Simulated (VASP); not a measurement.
Here is a VASP 6.6.1 calculation.

The input INCAR:

```
SYSTEM = Ba
  PREC = Accurate
  ENCUT = 520
  EDIFF = 1E-6
  ISMEAR = 0
  SIGMA = 0.15
  LREAL = .FALSE.
  LASPH = .TRUE.
  NELM = 80
  ALGO = Normal
  ISIF = 2
  LWAVE = .FALSE.
  LCHARG = .FALSE.
  GGA = PE
  NBANDS = 11
```

File KPOINTS:

```
Automatic mesh
0
G
  14 14 14
  0 0 0
```

File POSCAR:

```
Ba
1.0
   -1.3576342281      2.7152684562      2.7152684562
    2.7152684562     -1.3576342281      2.7152684562
    2.7152684562      2.7152684562     -1.3576342281
Ba
1
Direct
    0.0000000000      0.0000000000      0.0000000000
```

Potentials or basis: VASP PAW PBE potentials, release 64 (Ba_sv).

Launch:

```sh
$ cat potpaw_PBE.64/Ba_sv/POTCAR > POTCAR
$ mpirun -np 1 vasp_std > vasp.out
```

Problem. Predict the pressure.

Solution. -0.5 GPa.

Problem. Estimate the band gap on the k mesh.

Solution. Zero (bands 5 and 6 overlap by 0.08 eV).

Caveat: spin-orbit coupling is left out, which moves the levels of the heavy elements.
